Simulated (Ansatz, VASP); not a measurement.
One calculation of HfN, two programs

Contents of INCAR:

```
SYSTEM = HfN
ALGO     = Normal         ! electronic algorithm
EDIFF    = 1E-6           ! SCF threshold, eV
ENCUT    = 520            ! plane-wave cutoff, eV
GGA      = PS             ! functional
ISIF     = 2              ! what is computed and relaxed
ISMEAR   = 0              ! smearing method
LASPH    = .TRUE.         ! aspherical terms in the spheres
LCHARG   = .TRUE.         ! write CHGCAR
LELF     = .TRUE.         ! ELF
LREAL    = .FALSE.        ! projectors in reciprocal space
LVHAR    = .TRUE.       
LWAVE    = .FALSE.        ! write WAVECAR
NBANDS   = 23             ! bands
NELM     = 60             ! most SCF steps
PREC     = Accurate       ! precision mode
SIGMA    = 0.15           ! smearing width, eV
```

File KPOINTS:

```
k-points
0
G
  18 18 10
  0 0 0
```

File POSCAR:

```
HfN
1.0
    3.0807916967      0.0000000000      0.0000000000
   -1.5403958484      2.6680438731      0.0000000000
    0.0000000000      0.0000000000      5.3909359316
Hf N
2 2
Direct
    0.6666666667      0.3333333333      0.7500000000
    0.3333333333      0.6666666667      0.2500000000
    0.0000000000      0.0000000000      0.0000000000
    0.0000000000      0.0000000000      0.5000000000
```

Input for Ansatz:

```yaml
crystal:
  lattice:
    - [3.0807916967, 0.0, 0.0]
    - [-1.5403958484, 2.6680438731, 0.0]
    - [0.0, 0.0, 5.3909359316]
  atoms:
    - { symbol: Hf, position: [0.6666666667, 0.3333333333, 0.75] }
    - { symbol: Hf, position: [0.3333333333, 0.6666666667, 0.25] }
    - { symbol: "N", position: [0.0, 0.0, 0.0] }
    - { symbol: "N", position: [0.0, 0.0, 0.5] }
basis:
  ecutwfc: 420
kpoints:
  mp_grid: { grid: [18, 18, 10] }
hamiltonian:
  xc: pbesol
scf:
  occupations: { method: gaussian, width: 0.15 }
output:
  forces: true
  stress: true
  eigenvalues: true
```

Change from the starting cell: strain -0.015 along x and y, +0.000 along z, atoms carried along.

Alike in both runs: task single point; functional PBEsol; k mesh 18 × 18 × 10; occupations gaussian, width 0.15 eV; no spin polarisation.

```csv
,VASP,Ansatz
version,VASP 6.6.1,Ansatz 0.2.0
potentials or method,"VASP PAW PBE potentials, release 64 (Hf_pv, N), cutoff 520 eV","scalar-relativistic, plane waves, PAW"
valence electrons in the cell,30,62
```

|  | VASP | Ansatz | Ansatz less VASP |
| --- | --- | --- | --- |
| gap on the k mesh at the Fermi level (eV) | none | none | - |
| pressure (GPa) | 6.8 | 8.9 | +2.09 |
| traceless stress, the component that is largest in VASP (GPa) | -4.23 | -4.27 | -0.044 |

VASP's potentials were made for PBE, not for PBEsol. A gap of «none» marks a metal or a gap that the smearing closes. VASP's potentials hold 30 valence electrons a cell and Ansatz's 62, so a difference there can come from the potentials and not from the codes.

Spin-orbit coupling is off throughout.
